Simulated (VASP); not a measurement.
Write the native input for VASP 6.6.1 that does the following.

```
Task                   : single point
Functional             : PBE
Potentials or basis    : VASP PAW PBE potentials, release 64 (Re, Sb)
Cutoff                 : 520 eV
k mesh                 : 6 × 6 × 4
Occupations            : gaussian, width 0.1 eV
Spin                   : no spin polarisation
Dipole correction      : no
Further INCAR settings : ALGO = Normal; EDIFF = 1e-06; NBANDS = 22
```

The structure of Re2Sb3 lies in POSCAR:

```
Re2Sb3
1.0
    4.5144650481      0.0000000000      0.0000000000
   -2.2572325240      3.9096414162      0.0000000000
    0.0000000000      0.0000000000      5.9095167498
Re Sb
2 3
Direct
    0.3333333333      0.6666666667      0.1593557542
    0.6666666667      0.3333333333      0.8406442458
    0.0000000000      0.0000000000      0.0000000000
    0.3333333333      0.6666666667      0.6535754082
    0.6666666667      0.3333333333      0.3464245918
```

These files were run (other wordings do the same):

INCAR

```
  PREC = Accurate
  ENCUT = 520
  EDIFF = 1E-6
  ISMEAR = 0
  SIGMA = 0.1
  LREAL = F
  LASPH = T
  NELM = 60
  ALGO = Normal
  ISIF = 2
  LWAVE = F
  LCHARG = F
  GGA = PE
  NBANDS = 22
```

KPOINTS

```
regular mesh
0
Gamma
  6 6 4
```

Potentials or basis: VASP PAW PBE potentials, release 64 (Re, Sb).

Run with:

```console
$ cat potpaw_PBE.64/Re/POTCAR potpaw_PBE.64/Sb/POTCAR > POTCAR
$ mpirun -np 1 vasp_std > vasp.out
```

It gave:

- Pressure: -0.2 GPa
- Largest force: 0.037 eV/Å
- Band gap on the k mesh: zero (an odd number of electrons rules out a gap without spin polarisation)

Caveat: spin-orbit coupling is left out, which moves the levels of the heavy elements.

Run time: 66 s on 1 thread of Intel(R) Xeon(R) Platinum 8259CL CPU @ 2.50GHz (Skylake/Cascade Lake), on a shared host, peak memory 0.25 GiB.
